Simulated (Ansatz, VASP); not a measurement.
## One calculation of As, two programs

POSCAR

```
As
1.0
    2.7036817444      0.0000000000      0.0000000000
    0.0000000000      2.7036817444      0.0000000000
    0.0000000000      0.0000000000      2.7036817444
As
1
Direct
    0.5000000000      0.5000000000      0.5000000000
```

INCAR.step1

```
SYSTEM = As
ALGO = Normal
EDIFF = 1E-4
ENCUT = 520
GGA = PE
ISMEAR = 0
LASPH = .True.
LCHARG = .False.
LREAL = .False.
LWAVE = .True.
NBANDS = 8
NELM = 80
PREC = Accurate
SIGMA = 0.15
```

File INCAR.step2:

```
SYSTEM = As
ALGO = Normal
EDIFF = 1E-6
ENCUT = 520
ISIF = 2
ISMEAR = 0
ISTART = 1
LASPH = .True.
LCHARG = .False.
LMIXTAU = .True.
LREAL = .False.
LWAVE = .False.
METAGGA = R2SCAN
NBANDS = 8
NELM = 80
PREC = Accurate
SIGMA = 0.15
```

The input KPOINTS:

```
k-points
0
Gamma
  20 20 20
  0 0 0
```

Input for Ansatz:

```yaml
crystal:
  lattice:
    - [2.7036817444, 0.0, 0.0]
    - [0.0, 2.7036817444, 0.0]
    - [0.0, 0.0, 2.7036817444]
  atoms:
    - { symbol: As, position: [0.5, 0.5, 0.5] }
basis:
  ecutwfc: 500
kpoints:
  mp_grid: { grid: [20, 20, 20] }
hamiltonian:
  xc: r2scan
scf:
  occupations: { method: gaussian, width: 0.15 }
output:
  forces: true
  stress: true
  eigenvalues: true
```

Alike in both runs: task single point; functional r2SCAN; k mesh 20 × 20 × 20; occupations gaussian, width 0.15 eV; no spin polarisation.

```csv
,VASP,Ansatz
version,VASP 6.6.1,Ansatz 0.2.0
potentials or method,"VASP PAW PBE potentials, release 64 (As), cutoff 520 eV","scalar-relativistic, plane waves, PAW"
valence electrons in the cell,5,15
```

```csv
,VASP,Ansatz,Ansatz less VASP
gap on the k mesh at the Fermi level (eV),none,none,-
pressure (GPa),0.2,0.2,+0.03
```

VASP's potentials were made for PBE, not for r2SCAN. A gap of «none» marks a metal or a gap that the smearing closes. VASP's potentials hold 5 valence electrons a cell and Ansatz's 15, so a difference there can come from the potentials and not from the codes.
